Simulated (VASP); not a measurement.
A run of VASP 6.6.1:

File POSCAR:

```
CsSnBr3
1.0
    5.9557102246      0.0000000000      0.0000000000
    0.0000000000      5.9557102246      0.0000000000
    0.0000000000      0.0000000000      5.9557102246
Cs Sn Br
1 1 3
Direct
    0.0000000000      0.0000000000      0.0000000000
    0.5000000000      0.5000000000      0.5000000000
    0.5000000000      0.5000000000      0.0000000000
    0.5000000000      0.0000000000      0.5000000000
    0.0000000000      0.5000000000      0.5000000000
```

INCAR.step1

```
SYSTEM = CsSnBr3
ALGO = Normal
EDIFF = 1E-5
ENCUT = 550
GGA = PE
GGA_COMPAT = .False.
ISMEAR = 0
LASPH = .True.
LCHARG = .False.
LREAL = .False.
LWAVE = .True.
NBANDS = 30
NELM = 120
PREC = Accurate
SIGMA = 0.01
```

Contents of INCAR.step2:

```
SYSTEM = CsSnBr3
ALGO = Normal
EDIFF = 1E-6
ENCUT = 550
GGA_COMPAT = .False.
ISIF = 2
ISMEAR = 0
ISTART = 1
LASPH = .True.
LCHARG = .False.
LMIXTAU = .True.
LREAL = .False.
LWAVE = .False.
METAGGA = R2SCAN
NBANDS = 30
NELM = 120
PREC = Accurate
SIGMA = 0.01
```

KPOINTS

```
k-points
0
Gamma
  4 4 4
  0 0 0
```

Potentials or basis: VASP PAW PBE potentials, release 64 (Cs_sv, Sn_d, Br).

The run is started by

```bash
$ cat potpaw_PBE.64/Cs_sv/POTCAR potpaw_PBE.64/Sn_d/POTCAR potpaw_PBE.64/Br/POTCAR > POTCAR
$ cp INCAR.step1 INCAR
$ mpirun -np 1 vasp_std > vasp.out
$ cp INCAR.step2 INCAR
$ mpirun -np 1 vasp_std > vasp.out
```

Hardware: 1 thread of Intel(R) Xeon(R) 6975P-C (Granite Rapids) (shared host).

How long does it take, and how much memory?

Run time: 120 s on 1 thread of Intel(R) Xeon(R) 6975P-C (Granite Rapids) (shared host), peak memory 0.4 GiB. Counts: k points 10.
